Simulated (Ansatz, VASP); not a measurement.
# Al2Au in VASP and in Ansatz

File INCAR:

```
  PREC = Accurate
  ENCUT = 500
  EDIFF = 1E-7
  ISMEAR = 0
  SIGMA = 0.1
  LREAL = False
  LASPH = True
  NELM = 120
  ALGO = Normal
  ISIF = 3
  LWAVE = False
  LCHARG = False
  GGA = PS
  IBRION = 2
  NSW = 80
  EDIFFG = -0.01
  GGA_COMPAT = False
  NELMIN = 4
```

Contents of KPOINTS:

```
Automatic mesh
0
Gamma
  12 12 12
```

The input POSCAR:

```
Al2Au
1.0
    0.0000000000      3.0027149350      3.0027149350
    3.0027149350      0.0000000000      3.0027149350
    3.0027149350      3.0027149350      0.0000000000
Al Au
2 1
Direct
    0.2500000000      0.2500000000      0.2500000000
    0.7500000000      0.7500000000      0.7500000000
    0.0000000000      0.0000000000      0.0000000000
```

Input for Ansatz:

```yaml
crystal:
  lattice:
    - [0.0, 3.002714935, 3.002714935]
    - [3.002714935, 0.0, 3.002714935]
    - [3.002714935, 3.002714935, 0.0]
  atoms:
    - { symbol: Al, position: [0.25, 0.25, 0.25] }
    - { symbol: Al, position: [0.75, 0.75, 0.75] }
    - { symbol: Au, position: [0.0, 0.0, 0.0] }
basis:
  ecutwfc: 420
kpoints:
  mp_grid: { grid: [12, 12, 12] }
hamiltonian:
  xc: pbesol
scf:
  occupations: { method: gaussian, width: 0.1 }
output:
  forces: true
  stress: true
  eigenvalues: true
relax:
  adjacent_minimum: "off"
  f_tol: 0.01
  max_steps: 60
  cell: { stress_tol: 0.1 }
```

Alike in both runs: task relaxation of cell and atoms; functional PBEsol; k mesh 12 × 12 × 12; occupations gaussian, width 0.1 eV; no spin polarisation.

|  | VASP | Ansatz |
| --- | --- | --- |
| version | VASP 6.6.1 | Ansatz 0.2.0 |
| potentials or method | VASP PAW PBE potentials, release 64 (Al, Au), cutoff 500 eV | scalar-relativistic, plane waves, PAW |
| valence electrons in the cell | 17 | 25 |

|  | VASP | Ansatz | Ansatz less VASP |
| --- | --- | --- | --- |
| gap on the k mesh at the Fermi level, each at its own relaxed structure (eV) | none | none | - |
| relaxed volume (Å³/atom) | 18.00 | 18.02 | +0.023 |
| relaxed cell length with the largest relative difference (Å) | 4.242 | 4.244 | +0.0018 |

VASP's potentials were made for PBE, not for PBEsol. A gap of «none» marks a metal or a gap that the smearing closes. VASP's potentials hold 17 valence electrons a cell and Ansatz's 25, so a difference there can come from the potentials and not from the codes.

Spin-orbit coupling is off throughout.
